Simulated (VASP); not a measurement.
A run of VASP 6.6.1 is set up as follows.

INCAR

```
SYSTEM = Al2H
ALGO     = Normal         ! electronic algorithm
EDIFF    = 1E-6           ! SCF threshold, eV
ENCUT    = 520            ! plane-wave cutoff, eV
GGA      = PE             ! functional
ISIF     = 2              ! what is computed and relaxed
ISMEAR   = 0              ! smearing method
LASPH    = .True.         ! aspherical terms in the spheres
LCHARG   = .False.        ! write CHGCAR
LREAL    = .False.        ! projectors in reciprocal space
LWAVE    = .False.        ! write WAVECAR
NBANDS   = 10             ! bands
NELM     = 60             ! most SCF steps
PREC     = Accurate       ! precision mode
SIGMA    = 0.1            ! smearing width, eV
```

File KPOINTS:

```
k-points
0
Gamma
  8 8 8
  0 0 0
```

POSCAR

```
Al2H
1.0
   -1.7968675457      1.7968675457      2.9470475428
    1.7968675457     -1.7968675457      2.9470475428
    1.7968675457      1.7968675457     -2.9470475428
Al H
2 1
Direct
    0.5930000000      0.5930000000      0.0000000000
    0.4070000000      0.4070000000      0.0000000000
    0.0000000000      0.0000000000      0.0000000000
```

Potentials or basis: VASP PAW PBE potentials, release 64 (Al, H).

Run with:

```bash
$ cat potpaw_PBE.64/Al/POTCAR potpaw_PBE.64/H/POTCAR > POTCAR
$ mpirun -np 1 vasp_std > vasp.out
```

Q: Predict the largest force.

A: 77.860 eV/Å.

Q: Estimate the pressure.

A: 108.2 GPa.

Q: What does it give for the band gap on the k mesh?

A: Zero (an odd number of electrons rules out a gap without spin polarisation).

Forces in eV/Å, atoms in the order of the input:
```
Al    0.000   0.000  77.860
Al    0.000   0.000 -77.860
H     0.000   0.000   0.000
```

Caveat: atoms lie so close that the PAW spheres overlap strongly, which falsifies energies and pressures; the stress differs along the axes, from -11 to 346 GPa; forces of over 1 eV/Å act on the atoms, so gaps and moduli don't describe the material at rest.
